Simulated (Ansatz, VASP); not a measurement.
**YMg2O2 in VASP and in Ansatz**

The input INCAR:

```
SYSTEM = YMg2O2
PREC = Accurate ; ENCUT = 840
EDIFF = 1E-6 ; ISMEAR = 0
SIGMA = 0.1 ; LREAL = .FALSE.
LASPH = .TRUE. ; NELM = 120
ALGO = Normal ; ISIF = 2
LWAVE = .FALSE. ; LCHARG = .FALSE.
GGA = PE ; NBANDS = 30
GGA_COMPAT = .FALSE.
```

KPOINTS

```
regular mesh
0
G
  4 4 4
  0 0 0
```

The input POSCAR:

```
YMg2O2
1.0
   -2.7211163800      2.7211163800      2.5910170900
    2.7211163800     -2.7211163800      2.5910170900
    2.7211163800      2.7211163800     -2.5910170900
Y Mg O
1 2 2
Direct
    0.5000000000      0.5000000000      0.0000000000
    0.5000000000      0.0000000000      0.5000000000
    0.0000000000      0.5000000000      0.5000000000
    0.8722972600      0.8722972600      0.0000000000
    0.1277027400      0.1277027400      0.0000000000
```

Input for Ansatz:

```yaml
crystal:
  lattice:
    - [-2.72111638, 2.72111638, 2.59101709]
    - [2.72111638, -2.72111638, 2.59101709]
    - [2.72111638, 2.72111638, -2.59101709]
  atoms:
    - { symbol: "Y", position: [0.5, 0.5, 0.0] }
    - { symbol: Mg, position: [0.5, 0.0, 0.5] }
    - { symbol: Mg, position: [0.0, 0.5, 0.5] }
    - { symbol: O, position: [0.87229726, 0.87229726, 0.0] }
    - { symbol: O, position: [0.12770274, 0.12770274, 0.0] }
basis:
  ecutwfc: 420
kpoints:
  mp_grid: { grid: [4, 4, 4] }
hamiltonian:
  xc: pbe
scf:
  occupations: { method: gaussian, width: 0.1 }
  lower_state_search: "off"
output:
  forces: true
  stress: true
  eigenvalues: true
```

Alike in both runs: task single point; functional PBE; k mesh 4 × 4 × 4; occupations gaussian, width 0.1 eV; no spin polarisation.

|  | VASP | Ansatz |
| --- | --- | --- |
| version | VASP 6.6.1 | Ansatz 0.2.0 |
| potentials or method | VASP PAW PBE potentials, release 64 (Y_sv, Mg_sv, O), cutoff 840 eV | scalar-relativistic, plane waves, PAW |
| valence electrons in the cell | 43 | 43 |

VASP gave:

* gap on the k mesh at the Fermi level (eV): none
* rms of the force components (eV/Å): 0.228

Question: Which values does Ansatz return?

Answer: gap on the k mesh at the Fermi level (eV): none; rms of the force components (eV/Å): 0.340.

Atom by atom the forces differ by 0.111 eV/Å (rms over components). A gap of «none» marks a metal or a gap that the smearing closes.

The k mesh is coarse, so the values compare programs but aren't converged.
